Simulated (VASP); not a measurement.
Here is a VASP 6.6.1 calculation.

Contents of INCAR:

```
PREC     = Accurate       # precision mode
ENCUT    = 520            # plane-wave cutoff, eV
EDIFF    = 1E-6           # SCF threshold, eV
ISMEAR   = -1             # smearing method
SIGMA    = 0.1            # smearing width, eV
LREAL    = False          # projectors in reciprocal space
LASPH    = True           # aspherical terms in the spheres
NELM     = 60             # most SCF steps
ALGO     = Normal         # electronic algorithm
ISIF     = 2              # what is computed and relaxed
LWAVE    = False          # write WAVECAR
LCHARG   = False          # write CHGCAR
GGA      = PS             # functional
NBANDS   = 9              # bands
```

File KPOINTS:

```
regular mesh
0
Gamma
  14 14 13
```

POSCAR

```
Te
1.0
    3.1856732068      0.0000000000      0.0000000000
   -1.5928366034      2.7588739253      0.0000000000
    0.0000000000      0.0000000000      2.9982163254
Te
1
Direct
    0.0000000000      0.0000000000      0.0000000000
```

Potentials or basis: VASP PAW PBE potentials, release 64 (Te).

The run is started by

```sh
$ cat potpaw_PBE.64/Te/POTCAR > POTCAR
$ mpirun -np 1 vasp_std > vasp.out
```

(1) What does it give for the band gap on the k mesh?

(2) Predict the pressure.

Results:

(1) zero (band 3 reaches 13.65 eV, above the bottom of band 4 at 5.92 eV).

(2) 9.0 GPa.

Caveat: the PAW data sets were made with another functional, which shifts forces and pressure a little; spin-orbit coupling is left out, which moves the levels of the heavy elements.
